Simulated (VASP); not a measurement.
## GaFe3: single point with LDA

The system is GaFe3.

```xyz
4
Lattice="0.0000 2.8916 2.8916 2.8916 0.0000 2.8916 2.8916 2.8916 0.0000" Properties=species:S:1:pos:R:3 pbc="T T T"
Ga    0.0000    0.0000    0.0000
Fe    2.8916    2.8916    2.8916
Fe    4.3374    4.3374    4.3374
Fe    1.4458    1.4458    1.4458
```

```yaml
Program: VASP 6.6.1
Task: single point
Functional: LDA
Potentials_or_basis: VASP PAW LDA potentials, release 64 (Ga_d, Fe)
Cutoff: 520 eV
k_mesh: 5 × 5 × 5
Occupations: methfessel-paxton, width 0.2 eV
Spin: collinear spin, ferromagnetic start
Starting_moments: "[0.0, 3.5, 3.5, 3.5] μB"
```

* Pressure: -18.0 GPa
* Net moment: 5.86 μB per cell
* Site moments: Ga -0.08; Fe +2.36, +1.78 μB
* Valence electrons inside the program's atomic spheres: Ga 11.83; Fe 7.19, 7.25

Levels at points of the mesh, in eV from the Fermi level:
Spin up:
| k point | band 18 | band 19 | band 20 | band 21 | band 22 | band 23 | band 24 | band 25 |
| --- | --- | --- | --- | --- | --- | --- | --- | --- |
| (0.00, 0.00, 0.00) | -0.62 | -0.62 | -0.40 | -0.40 | 4.57 | 5.43 | 5.43 | 5.43 |
Spin down:
```
           k point  band 13  band 14  band 15  band 16  band 17  band 18
(0.00, 0.00, 0.00)    -1.10    -1.10     0.99     0.99     0.99     1.35
```

It took 20 s on 1 thread of AMD EPYC 9R45 96-Core Processor (Zen 5), with other jobs on the host, peak memory 0.14 GiB.

Caveat: the k points lie up to 0.38 Å⁻¹ apart.
